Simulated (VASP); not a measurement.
# TiAl: single point with PBE

The system is TiAl.

```
Ti Al
1.0
     2.77290    0.00000    0.00000
    -1.38645    2.40140    0.00000
     0.00000    0.00000    4.09060
Ti Al
1 1
Direct
  0.00000 0.00000 0.00000
  0.33333 0.66667 0.50000
```

* Program: VASP 6.6.1
* Task: single point
* Functional: PBE
* Potentials or basis: VASP PAW PBE potentials, release 64 (Ti_sv, Al)
* Cutoff: 520 eV
* k mesh: 18 × 18 × 10
* Occupations: gaussian, width 0.15 eV
* Spin: no spin polarisation
* Dipole correction: no
* Further INCAR settings: ALGO = Normal; EDIFF = 1e-06; NBANDS = 14

```
Pressure : 34.9 GPa
```

Stress tensor (GPa, compression positive):
```
27.23  0.00  0.00
 0.00 27.23  0.00
 0.00  0.00 50.09
```

Levels at points of the mesh, in eV from the Fermi level:
```csv
k point,band 6,band 7,band 8,band 9,band 10,band 11
"(0.00, 0.00, 0.00)",-2.24,-0.80,1.41,1.41,3.11,3.11
"(0.50, 0.00, 0.00)",-3.05,-1.84,-1.22,2.24,4.62,5.40
"(0.00, 0.00, 0.50)",-5.47,0.05,1.44,1.44,2.89,2.89
"(0.50, 0.00, 0.50)",-2.35,-2.16,0.81,1.37,1.82,4.60
```

Run time: 50 s on 1 thread of Intel Xeon 6975P-C (shared host), peak memory 0.21 GiB.
